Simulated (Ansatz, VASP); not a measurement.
# Ta4O: VASP beside Ansatz

```
Ta O
1.0
     2.73193    1.57728    2.82503
    -2.73193    1.57728    2.82503
     0.00000   -3.15456    2.82503
Ta O
4 1
Cartesian
  -1.4795 0.8542 4.3220
  0.0000 -1.7084 4.3220
  1.4795 0.8542 4.3220
  0.0000 0.0000 5.6020
  0.0000 0.0000 1.1662
```

Alike in both runs: task single point; functional PBE; k mesh 6 × 6 × 6; occupations gaussian, width 0.1 eV; collinear spin.

```csv
,VASP,Ansatz
version,VASP 6.6.1,Ansatz 0.2.0
potentials or method,"VASP PAW PBE potentials, release 64 (Ta_pv, O), cutoff 520 eV","scalar-relativistic, plane waves, PAW"
valence electrons in the cell,50,58
```

Ansatz gave:

| Quantity | Value |
| --- | --- |
| gap on the k mesh at the Fermi level (eV) | none |
| rms of the force components (eV/Å) | 16.431 |
| net moment per atom (μB) | 0.00 |

Question: Estimate VASP's values.

Answer: gap on the k mesh at the Fermi level (eV): none; rms of the force components (eV/Å): 17.691; net moment per atom (μB): 0.00.

Atom by atom the forces differ by 1.303 eV/Å (rms over components). A gap of «none» marks a metal or a gap that the smearing closes. VASP's potentials hold 50 valence electrons a cell and Ansatz's 58, so a difference there can come from the potentials and not from the codes. Ansatz's warnings: seeded moment not kept.

Neither program's run includes spin-orbit coupling.
